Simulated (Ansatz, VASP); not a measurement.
**CuAu3 in VASP and in Ansatz**

```xyz
4
Lattice="4.0110 0.0000 0.0000 0.0000 4.0110 0.0000 0.0000 0.0000 4.0110" Properties=species:S:1:pos:R:3 pbc="T T T"
Cu    0.0000    0.0000    0.0000
Au    0.0000    2.0055    2.0055
Au    2.0055    0.0000    2.0055
Au    2.0055    2.0055    0.0000
```

Alike in both runs: functional r2SCAN; k mesh 10 × 10 × 10; occupations gaussian, width 0.1 eV; no spin polarisation.

Ansatz relaxed the structure, and its values are those at the end. VASP's run is a single point on that final structure, the one shown.

```csv
,VASP,Ansatz
version,VASP 6.6.1,Ansatz 0.2.0
potentials or method,"VASP PAW PBE potentials, release 64 (Cu, Au), cutoff 520 eV","scalar-relativistic, plane waves, PAW"
valence electrons in the cell,44,76
```

Ansatz gave:

```
gap on the k mesh at the Fermi level (eV) : none
pressure (GPa)                            : 0.0
```

Problem. What did VASP give for the same quantities?

Solution. gap on the k mesh at the Fermi level (eV): none; pressure (GPa): 0.3.

VASP's potentials were made for PBE, not for r2SCAN. A gap of «none» marks a metal or a gap that the smearing closes. VASP's potentials hold 44 valence electrons a cell and Ansatz's 76, so a difference there can come from the potentials and not from the codes.

Spin-orbit coupling is off throughout.
